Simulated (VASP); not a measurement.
# CO2 in VASP: further runs

The runs below take CO2 through single point, with PBE+D3(BJ).

Program: VASP 6.6.1. These are calculated values, not measurements. Logs are shortened: lines on timing, memory, paths and dates and some standing lists are left out, and cuts for length are marked.

## (1) The cell of the first run

The cell holds a disordered packing, 24 atoms: a = 8.082 Å, b = 8.082 Å, c = 8.082 Å, α = 90.00°, β = 90.00°, γ = 90.00°.

## (2) Single point, PBE+D3(BJ)

Input file INCAR:

```
SYSTEM = CO2
ALGO = Normal ; EDIFF = 1E-6
ENCUT = 520 ; GGA = PE
ISIF = 2 ; ISMEAR = -1
IVDW = 12 ; LASPH = .True.
LCHARG = .False. ; LREAL = Auto
LWAVE = .False. ; NBANDS = 82
NELM = 80 ; PREC = Accurate
SIGMA = 0.02
```

Input file KPOINTS:

```
k-points
0
Gamma
  1 1 1
  0 0 0
```

Input file POSCAR:

```
CO2
1.0
    8.0824800000      0.0000000000      0.0000000000
    0.0000000000      8.0824800000      0.0000000000
    0.0000000000      0.0000000000      8.0824800000
C O
8 16
Direct
    0.0772866995      0.8742429335      0.8779955627
    0.3403886340      0.2546288312      0.3884228199
    0.6410131571      0.0668886457      0.9500368531
    0.7911520789      0.4591784449      0.2095900362
    0.6723135275      0.5973975678      0.8026465409
    0.0698726085      0.8587814119      0.3723719051
    0.9402220037      0.2278425782      0.6274780518
    0.2775203217      0.5462237731      0.0698323406
    0.1902254566      0.9077049181      0.9621317948
   -0.0361577522      0.8398585681      0.7942308017
    0.3222389533      0.3021149812      0.5239749350
    0.3573817639      0.2067694963      0.2526778343
    0.7070976222      0.0739567191      1.0788270312
    0.5757337697      0.0609964391      0.8206968619
    0.6729529449      0.4691549262      0.2927615982
    0.9088846025      0.4490878099      0.1251902446
    0.6304936586      0.6662685277      0.9232856767
    0.7136829214      0.5272621528      0.6830496319
    0.1730499638      0.9084420799      0.4615465133
   -0.0341186116      0.8096877458      0.2840909817
    0.9220840243      0.2224433585      0.4838561636
    0.9590684086      0.2317338312      0.7709820335
    0.2852569192      0.5885674039      0.2081515181
    0.2701515239      0.5046184563     -0.0686883308
```

Potentials or basis: VASP PAW PBE potentials, release 64 (C, O).

On the command line:

```
cat potpaw_PBE.64/C/POTCAR potpaw_PBE.64/O/POTCAR > POTCAR
mpirun -np 1 vasp_gam > vasp.out
```

OUTCAR:

```text
SYSTEM = CO2
   EDIFF = 1E-6
   ENCUT = 520
   GGA = PE
   ISIF = 2
   ISMEAR = -1
   IVDW = 12
   LASPH = .True.
   LREAL = Auto
   NELM = 80
   PREC = Accurate
 IVDW          = 12

 ion  position               nearest neighbor table
   1  0.077  0.874  0.878-   9 1.17  10 1.17
   2  0.340  0.255  0.388-  11 1.17  12 1.17
   3  0.641  0.067  0.950-  13 1.17  14 1.17
   4  0.791  0.459  0.210-  15 1.17  16 1.17
   5  0.672  0.597  0.803-  18 1.17  17 1.17
   6  0.070  0.859  0.372-  20 1.17  19 1.17
   7  0.940  0.228  0.627-  22 1.17  21 1.17
   8  0.278  0.546  0.070-  24 1.17  23 1.17
   9  0.190  0.908  0.962-   1 1.17
  10  0.964  0.840  0.794-   1 1.17
  11  0.322  0.302  0.524-   2 1.17
  12  0.357  0.207  0.253-   2 1.17
  13  0.707  0.074  0.079-   3 1.17
  14  0.576  0.061  0.821-   3 1.17
[... 8 lines left out ...]
  23  0.285  0.589  0.208-   8 1.17
  24  0.270  0.505  0.931-   8 1.17

  LATTYP: Found a simple cubic cell.
 ALAT       =     8.0824800000

  Lattice vectors:

 A1 = (   8.0824800000,   0.0000000000,   0.0000000000)
 A2 = (   0.0000000000,   8.0824800000,   0.0000000000)
 A3 = (   0.0000000000,   0.0000000000,   8.0824800000)

Analysis of symmetry for initial positions (statically):
=====================================================================
 Subroutine PRICEL returns:
 Original cell was already a primitive cell.

 Routine SETGRP: Setting up the symmetry group for a
 simple cubic supercell.

 Subroutine GETGRP returns: Found  1 space group operations
 (whereof  1 operations were pure point group operations)
 out of a pool of 48 trial point group operations.

The static configuration has the point symmetry C_1 .

Analysis of symmetry for dynamics (positions and initial velocities):
=====================================================================
 Subroutine PRICEL returns:
 Original cell was already a primitive cell.

 Routine SETGRP: Setting up the symmetry group for a
 simple cubic supercell.

 Subroutine GETGRP returns: Found  1 space group operations
 (whereof  1 operations were pure point group operations)
 out of a pool of 48 trial point group operations.

The dynamic configuration has the point symmetry C_1 .

 Subroutine INISYM returns: Found  1 space group operations
 (whereof  1 operations are pure point group operations),
 and found     1 'primitive' translations

----------------------------------------------------------------------------------------

                                     Primitive cell

  volume of cell :     528.0000

  direct lattice vectors                    reciprocal lattice vectors
     8.082480000  0.000000000  0.000000000     0.123724401  0.000000000  0.000000000
     0.000000000  8.082480000  0.000000000     0.000000000  0.123724401  0.000000000
     0.000000000  0.000000000  8.082480000     0.000000000  0.000000000  0.123724401

  length of vectors
     8.082480000  8.082480000  8.082480000     0.123724401  0.123724401  0.123724401

  position of ions in fractional coordinates (direct lattice)
     0.077286700  0.874242933  0.877995563
     0.340388634  0.254628831  0.388422820
     0.641013157  0.066888646  0.950036853
     0.791152079  0.459178445  0.209590036
     0.672313528  0.597397568  0.802646541
     0.069872608  0.858781412  0.372371905
[... 16 lines left out ...]
     0.285256919  0.588567404  0.208151518
     0.270151524  0.504618456  0.931311669

  ion indices of the primitive-cell ions
   primitive index   ion index
                 1           1
                 2           2
                 3           3
                 4           4
                 5           5
                 6           6
[... 16 lines left out ...]
                23          23
                24          24

----------------------------------------------------------------------------------------

 KPOINTS: k-points

Automatic generation of k-mesh.
 Grid dimensions read from file:
 generate k-points for:    1    1    1

 Generating k-lattice:

  Cartesian coordinates                     Fractional coordinates (reciprocal lattice)
     0.123724401  0.000000000  0.000000000     1.000000000  0.000000000  0.000000000
     0.000000000  0.123724401  0.000000000     0.000000000  1.000000000  0.000000000
     0.000000000  0.000000000  0.123724401     0.000000000  0.000000000  1.000000000

  Length of vectors
     0.123724401  0.123724401  0.123724401

  Shift w.r.t. Gamma in fractional coordinates (k-lattice)
     0.000000000  0.000000000  0.000000000

 Subroutine IBZKPT returns following result:
 ===========================================

 Found      1 irreducible k-points:

 Following reciprocal coordinates:
            Coordinates               Weight
  0.000000  0.000000  0.000000      1.000000
   k-points           NKPTS =      1   k-points in BZ     NKDIM =      1   number of bands    NBANDS=     82
   number of dos      NEDOS =    301   number of ions     NIONS =     24
   total plane-waves  NPLWV = 216000
   dimension x,y,z NGX =    60 NGY =   60 NGZ =   60
   dimension x,y,z NGXF=   120 NGYF=  120 NGZF=  120
   ions per type =               8  16
   NGX,Y,Z   is equivalent  to a cutoff of  12.34, 12.34, 12.34 a.u.
   NGXF,Y,Z  is equivalent  to a cutoff of  24.68, 24.68, 24.68 a.u.
 SYSTEM =  CO2
   PREC   = accura    normal or accurate (medium, high low for compatibility)
   ISTART =      0    job   : 0-new  1-cont  2-samecut
   ICHARG =      2    charge: 1-file 2-atom 10-const
   ISPIN  =      1    spin polarized calculation?
   LNONCOLLINEAR =      F non collinear calculations
   LSORBIT =      F    spin-orbit coupling
   LASPH  =      T    aspherical Exc in radial PAW
   ENCUT  =  520.0 eV  38.22 Ry    6.18 a.u.  15.03 15.03 15.03*2*pi/ulx,y,z
   NELM   =     80;   NELMIN=  2; NELMDL= -5     # of ELM steps
   EDIFF  = 0.1E-05   stopping-criterion for ELM
   LREAL  =      T    real-space projection
   EDIFFG = 0.1E-04   stopping-criterion for IOM
   NSW    =      0    number of steps for IOM
   IBRION =     -1    ionic relax: 0-MD 1-quasi-New 2-CG
   NFREE  =      0    steps in history (QN), initial steepest desc. (CG)
   ISIF   =      2    stress and relaxation
   ISYM   =      2    0-nonsym 1-usesym 2-fastsym
   POTIM  = 0.5000    time-step for ionic-motion
   TEBEG  =    0.0;   TEEND  =   0.0 temperature during run
   PSTRESS=    0.0 pullay stress
   NELECT =     128.0000    total number of electrons
   NUPDOWN=      -1.0000    fix difference up-down
   EMIN   =  10.00;   EMAX   =-10.00  energy-range for DOS
   EFERMI =   0.00;   METHOD = LEGACY
   ISMEAR =    -1;   SIGMA  =   0.02  broadening in eV -4-tet -1-fermi 0-gaus
   EFERMI_NEDOS =   21; number of points for ismear=-14 and -15
   IALGO  =     38    algorithm
   IMIX   =      4    mixing-type and parameters
     AMIX     =   0.40;   BMIX     =  1.00
     AMIX_MAG =   1.60;   BMIX_MAG =  1.00
  volume/ion in A,a.u.               =      22.00       148.46
  Fermi-wavevector in a.u.,A,eV,Ry     =   1.020783  1.929001 14.177248  1.041998
  Thomas-Fermi vector in A             =   2.154372
   LORBIT       =      0    0 simple, 1 ext, 2 COOP (PROOUT), +10 PAW based schemes
   GGA     = PE    functional components
   LHFCALC =     F    Hartree Fock is set to
   AEXX    =    0.0000 exact exchange contribution
   IVDW    =    12    specifies the selected vdW correction
   LEPSILON=     F    determine dielectric tensor
   LRPA    =     F    only Hartree local field effects (RPA)
 non-spin polarized calculation
  energy-cutoff  :      520.00
  volume of cell :      528.00
 maximum number of plane-waves:      7074
   NGX = 31   NGY = 31   NGZ = 31

 number of electron     127.9999977 magnetization

 Free energy of the ion-electron system (eV)
  ---------------------------------------------------
  ext. energy  EPLUGINS =         0.00000000
  ---------------------------------------------------
  free energy    TOTEN  =      -184.14014070 eV

  energy without entropy =     -184.14014070  energy(sigma->0) =     -184.14014070

 E-fermi :  -4.8583     XC(G=0):  -6.1337

 val. band max:       -5.4262291434   @ k =   0.0000   0.0000   0.0000
 cond. band min:       1.0548475432   @ k =   0.0000   0.0000   0.0000
 fundamental gap:      6.4810766865
 Fermi energy:        -4.8583196417

 k-point     1 :       0.0000    0.0000    0.0000
  band No.  band energies     occupation
      1     -26.0045      2.00000
      2     -25.9409      2.00000
      3     -25.9053      2.00000
      4     -25.8345      2.00000
      5     -25.7596      2.00000
      6     -25.6839      2.00000
[... 68 lines left out ...]
     75       2.9573      0.00000
     76       3.0129      0.00000
 [bands above 76 left out]

------------------------ aborting loop because EDIFF is reached ----------------------------------------

 Edisp (eV)   -1.07733

 E8    (eV) :    -0.2708

  FORCE on cell =-STRESS in cart. coord.  units (eV):
  Direction    XX          YY          ZZ          XY          YZ          ZX
  --------------------------------------------------------------------------------------
  -------------------------------------------------------------------------------------
  Total       0.82434    -0.31419     5.20885    -0.01478     1.53803     0.79141
  in kB       2.50139    -0.95339    15.80587    -0.04483     4.66705     2.40148
  external pressure =        5.78 kB  Pullay stress =        0.00 kB

 VOLUME and BASIS-vectors are now :
 -----------------------------------------------------------------------------
  energy-cutoff  :      520.00
  volume of cell :      528.00
      direct lattice vectors                 reciprocal lattice vectors
     8.082480000  0.000000000  0.000000000     0.123724401  0.000000000  0.000000000
     0.000000000  8.082480000  0.000000000     0.000000000  0.123724401  0.000000000
     0.000000000  0.000000000  8.082480000     0.000000000  0.000000000  0.123724401

 POSITION                                       TOTAL-FORCE (eV/Angst)
 -----------------------------------------------------------------------------------
      0.62467      7.06605      7.09638        -0.030772      0.000078      0.016515
      2.75118      2.05803      3.13942         0.014883     -0.010668     -0.002239
      5.18098      0.54063      7.67865        -0.020353     -0.004660     -0.030406
      6.39447      3.71130      1.69401         0.019058     -0.009091      0.011633
      5.43396      4.82845      6.48737        -0.016927      0.006526      0.042088
      0.56474      6.94108      3.00969         0.009465      0.011050      0.011542
[... 16 lines left out ...]
      2.30558      4.75708      1.68238         0.023479      0.155121      0.555550
      2.18349      4.07857      7.52731        -0.034683     -0.150765     -0.518790
 -----------------------------------------------------------------------------------
    total drift:                                0.014432      0.012148      0.043636

  FREE ENERGIE OF THE ION-ELECTRON SYSTEM (eV)
  ---------------------------------------------------
  free  energy   TOTEN  =      -185.2174662509 eV

  energy  without entropy=     -185.2174662509  energy(sigma->0) =     -185.21746625
```

Run time: 84 s. Hardware: 1 thread of Oxide Virtual Turin-like, shared host; peak memory 0.42 GiB.

Results:

- Free energy: -185.2175 eV
- Pressure: 0.6 GPa
- Largest force: 0.577 eV/Å
- Dispersion energy per atom: -0.045 eV

Forces on the atoms (eV/Å):
```
C   -0.031  0.000  0.017
C    0.015 -0.011 -0.002
C   -0.020 -0.005 -0.030
C    0.019 -0.009  0.012
C   -0.017  0.007  0.042
C    0.009  0.011  0.012
C    0.033  0.011  0.004
C    0.004 -0.021 -0.030
O    0.379  0.113  0.256
O   -0.343 -0.100 -0.271
O   -0.068  0.188  0.539
O    0.070 -0.183 -0.524
O    0.236  0.027  0.444
O   -0.209 -0.024 -0.425
O   -0.325  0.041  0.212
O    0.287 -0.021 -0.222
O   -0.153  0.241  0.409
O    0.166 -0.251 -0.459
O    0.260  0.124  0.221
O   -0.283 -0.134 -0.228
O   -0.072 -0.010 -0.566
O    0.053  0.003  0.554
O    0.023  0.155  0.556
O   -0.035 -0.151 -0.519
```

Caveat: the k points lie up to 0.78 Å⁻¹ apart.

## (3) Single point, PBE+D3(BJ)

Input file INCAR:

```
SYSTEM = CO2
PREC = Accurate
ENCUT = 520
EDIFF = 1E-7
ISMEAR = -1
SIGMA = 0.02
LREAL = Auto
LASPH = .TRUE.
NELM = 100
ALGO = Normal
ISIF = 2
LWAVE = .FALSE.
LCHARG = .FALSE.
GGA = PE
IVDW = 12
NBANDS = 82
```

Input file KPOINTS:

```
regular mesh
0
G
  1 1 1
  0 0 0
```

Input file POSCAR:

```
CO2
1.0
    8.0824800000      0.0000000000      0.0000000000
    0.0000000000      8.0824800000      0.0000000000
    0.0000000000      0.0000000000      8.0824800000
C O
8 16
Direct
    0.2042937316      0.6123862973      0.8657986163
    0.0963194465      0.2875478813      0.4852223575
    0.6756837010      0.1209777197      1.0630895468
    0.6333947006      0.5738214014      0.2675045283
    0.6851733626      0.6368342390      0.8129559244
    0.2479437004      0.8427735052      0.3836075066
    0.7167602023      0.1398580634      0.4729488969
    0.2873994121      0.1596910849      0.1160039988
    0.1409839554      0.6724916115      0.7505122190
    0.2372167948      0.5444121111      0.9942492898
   -0.0062233374      0.3916743376      0.5256554919
    0.2014480704      0.1895581554      0.4790608823
    0.7190614762      0.1767526799      0.9384000950
    0.6092931872      0.0563069751      1.1777325771
    0.5943843969      0.4479813127      0.3222278311
    0.6787891835      0.7036330433      0.2124224248
    0.5686992111      0.7297265196      0.7893616811
    0.7671778959      0.5244182479      0.8623590779
    0.3928744643      0.8844562560      0.3971924459
    0.1070216072      0.7907968841      0.3455993705
    0.8360428977      0.1660134018      0.3943096673
    0.5997787808      0.0893785076      0.5520211618
    0.3943962744      0.2497624491      0.1379650800
    0.1810335442      0.0729602795      0.0801486672
```

Potentials or basis: VASP PAW PBE potentials, release 64 (C, O).

On the command line:

```
cat potpaw_PBE.64/C/POTCAR potpaw_PBE.64/O/POTCAR > POTCAR
mpirun -np 1 vasp_gam > vasp.out
```

Wall time 1.8 min (1 thread of Oxide Virtual Turin-like, shared host); peak memory 0.42 GiB.

It converged, with:

| Property | Result |
| --- | --- |
| Free energy | -182.7208 eV |
| Pressure | -1.1 GPa |
| Largest force | 5.736 eV/Å |
| Dispersion energy per atom | -0.045 eV |

Forces on the atoms (eV/Å):
```
C   -0.803 -1.460  2.838
C   -3.257  3.816  2.780
C   -1.948 -1.857  1.877
C    1.494  3.616 -1.449
C   -3.047 -0.188  1.257
C   -1.011 -1.204 -1.881
C   -2.419 -2.279  1.696
C    0.008  0.368 -0.476
O    0.494  0.492 -0.824
O    0.324  1.089 -2.013
O    2.926 -2.080 -1.468
O    0.842 -0.931 -0.865
O    1.112  0.892 -1.251
O    1.673  0.099 -0.953
O   -0.707 -1.855  0.987
O   -0.643 -1.654  0.548
O    3.053 -1.396 -0.146
O    0.016  1.645 -1.110
O   -4.263 -1.227  0.017
O    4.994  2.049  1.856
O   -0.282  0.010 -0.184
O    2.512  1.796 -1.432
O    1.618  2.587  0.715
O   -2.686 -2.329 -0.519
```

Stress tensor (GPa, compression positive):
```
-2.94  0.96  0.62
 0.96  0.15  0.62
 0.62  0.62 -0.63
```

Levels at points of the mesh, in eV from the Fermi level:
```csv
k point,band 61,band 62,band 63,band 64,band 65,band 66,band 67,band 68
"(0.00, 0.00, 0.00)",-0.97,-0.95,-0.72,-0.53,4.64,5.43,5.85,6.06
```

Caveat: the k points lie up to 0.78 Å⁻¹ apart; the atoms stand as in a frame of molecular dynamics.

(Part 1 of 2 ends here.)
